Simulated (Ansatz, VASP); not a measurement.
Two plane-wave programs on Be2Te

Contents of INCAR:

```
SYSTEM = Be2Te
  PREC = Accurate
  ENCUT = 600
  EDIFF = 1E-7
  ISMEAR = 0
  SIGMA = 0.1
  LREAL = .FALSE.
  LASPH = .TRUE.
  NELM = 80
  ALGO = Fast
  ISIF = 3
  LWAVE = .FALSE.
  LCHARG = .FALSE.
  GGA = PE
  IBRION = 2
  NSW = 100
  EDIFFG = -0.01
```

File KPOINTS:

```
Automatic mesh
0
G
  15 15 12
  0 0 0
```

File POSCAR:

```
Be2Te
1.0
    3.7003111561      0.0000000000      0.0000000000
   -1.8501555781      3.2045634631      0.0000000000
    0.0000000000      0.0000000000      4.0412468842
Be Te
2 1
Direct
    0.3333333333      0.6666666667      0.6287444840
    0.6666666667      0.3333333333      0.3712555160
    0.0000000000      0.0000000000      0.0000000000
```

Input for Ansatz:

```yaml
crystal:
  lattice:
    - [3.7003111561, 0.0, 0.0]
    - [-1.8501555781, 3.2045634631, 0.0]
    - [0.0, 0.0, 4.0412468842]
  atoms:
    - { symbol: Be, position: [0.3333333333, 0.6666666667, 0.628744484] }
    - { symbol: Be, position: [0.6666666667, 0.3333333333, 0.371255516] }
    - { symbol: Te, position: [0.0, 0.0, 0.0] }
basis:
  ecutwfc: 420
kpoints:
  mp_grid: { grid: [15, 15, 12] }
hamiltonian:
  xc: pbe
scf:
  occupations: { method: gaussian, width: 0.1 }
output:
  forces: true
  stress: true
  eigenvalues: true
relax:
  adjacent_minimum: "off"
  f_tol: 0.01
  max_steps: 80
  cell: { stress_tol: 0.05 }
```

Alike in both runs: task relaxation of cell and atoms; functional PBE; k mesh 15 × 15 × 12; occupations gaussian, width 0.1 eV; no spin polarisation.

```csv
,VASP,Ansatz
version,VASP 6.6.1,Ansatz 0.2.0
potentials or method,"VASP PAW PBE potentials, release 64 (Be, Te), cutoff 600 eV","scalar-relativistic, plane waves, PAW"
valence electrons in the cell,10,20
```

Ansatz gave:

- gap on the k mesh at the Fermi level, each at its own relaxed structure (eV): none
- relaxed volume (Å³/atom): 16.14
- relaxed length of the cell vector where the two differ most in proportion (Å): 4.175

Q: What did VASP give for the same quantities?

A: gap on the k mesh at the Fermi level, each at its own relaxed structure (eV): none; relaxed volume (Å³/atom): 16.15; relaxed length of the cell vector where the two differ most in proportion (Å): 4.177.

A gap of «none» marks a metal or a gap that the smearing closes. VASP's potentials hold 10 valence electrons a cell and Ansatz's 20, so a difference there can come from the potentials and not from the codes.

Neither program's run includes spin-orbit coupling.
